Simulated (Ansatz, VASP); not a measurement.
**Be4BrF2 in VASP and in Ansatz**

```
CELL_PARAMETERS angstrom
5.68403 0.00000 0.00000
0.00000 5.68403 0.00000
0.00000 0.00000 2.85323
ATOMIC_POSITIONS crystal
Be 0.19602 0.80398 0.00000
Be 0.19602 0.19602 0.00000
Be 0.80398 0.80398 0.00000
Be 0.80398 0.19602 0.00000
Br 0.50000 0.50000 0.50000
F 0.50000 0.00000 0.50000
F 0.00000 0.50000 0.50000
```

Change from the starting cell: ordered mixture with vacancies on the anion sites of caesium chloride (P4/mmm, No. 123).

Alike in both runs: functional PBE; k mesh 4 × 4 × 8; occupations gaussian, width 0.1 eV; no spin polarisation.

Ansatz relaxed the structure, and its values are those at the end. VASP's run is a single point on that final structure, the one shown.

|  | VASP | Ansatz |
| --- | --- | --- |
| version | VASP 6.6.1 | Ansatz 0.2.0 |
| potentials or method | VASP PAW PBE potentials, release 64 (Be, Br, F), cutoff 520 eV | scalar-relativistic, plane waves, PAW |
| valence electrons in the cell | 29 | 29 |

```csv
,VASP,Ansatz,Ansatz less VASP
gap on the k mesh at the Fermi level (eV),none,none,-
pressure (GPa),-0.1,0.0,+0.11
```

A gap of «none» marks a metal or a gap that the smearing closes.
